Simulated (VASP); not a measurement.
Input of a VASP 6.6.1 run:

File INCAR:

```
SYSTEM = Ge
  PREC = Accurate
  ENCUT = 520
  EDIFF = 1E-8
  ISMEAR = -1
  SIGMA = 0.05
  LREAL = .False.
  LASPH = .True.
  NELM = 80
  ALGO = Normal
  ISIF = 2
  LWAVE = .False.
  LCHARG = .False.
  GGA = PE
  LEFG = .True.
  NBANDS = 21
```

The input KPOINTS:

```
regular mesh
0
Gamma
  10 10 10
  0 0 0
```

The input POSCAR:

```
Ge
1.0
    0.0000000000      2.8287700000      2.8287700000
    2.8287700000      0.0000000000      2.8287700000
    2.8287700000      2.8287700000      0.0000000000
Ge
2
Direct
    0.5053026580      0.5053026580      0.4946973420
    0.7500000000      0.7500000000      0.7500000000
```

Potentials or basis: VASP PAW PBE potentials, release 64 (Ge_d).

The run is started by

```console
$ cat potpaw_PBE.64/Ge_d/POTCAR > POTCAR
$ mpirun -np 1 vasp_std > vasp.out
```

(1) Estimate the largest force.

(2) Predict the pressure.

(3) Predict the band gap on the k mesh.

Results:

(1) 0.342 eV/Å.

(2) 3.6 GPa.

(3) 0.10 eV, indirect (the least direct gap lies 1.4 meV higher).

Caveat: the cell differs from its parent crystal (atom 1 (Ge) moved by [0.0, 0.0, 0.03] A); without QUAD_EFG the Cq values of the log hold for a quadrupole moment of 1 mb, not for the nuclei.
